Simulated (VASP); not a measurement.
Be2F, 6 atoms in the cell. The structure is tetragonal, space group P-42_1m (No. 113). Conventional cell: a = 3.403 Å, b = 3.403 Å, c = 6.055 Å, α = 90.00°, β = 90.00°, γ = 90.00°. Be (site symmetry m) has 1 F at 1.61 Å and 5 Be at 2.17 Å within 2.2 Å. F (site symmetry 2mm) has 2 Be at 1.61 Å within 2.1 Å. 

- Program: VASP 6.6.1
- Task: single point
- Functional: PBE
- Dispersion: D4
- Potentials or basis: VASP PAW PBE potentials, release 64 (Be, F_h)
- Cutoff: 910 eV
- k mesh: 12 × 12 × 6
- Occupations: gaussian, width 0.1 eV
- Spin: no spin polarisation
- Dipole correction: no
- Further INCAR settings: ALGO = Normal; EDIFF = 1e-06; NBANDS = 20

Potentials or basis: VASP PAW PBE potentials, release 64 (Be, F_h).

Command:

```console
$ cat potpaw_PBE.64/Be/POTCAR potpaw_PBE.64/F_h/POTCAR > POTCAR
$ mpirun -np 1 vasp_std > vasp.out
```

Hardware: 1 thread of Intel(R) Xeon(R) Platinum 8259CL CPU @ 2.50GHz (Skylake/Cascade Lake) (shared host).

Q: Estimate the wall time of this run.

A: Run time: 4.5 min on 1 thread of Intel(R) Xeon(R) Platinum 8259CL CPU @ 2.50GHz (Skylake/Cascade Lake), on a shared host, peak memory 0.45 GiB. Counts: scf iterations 14, k points 112.
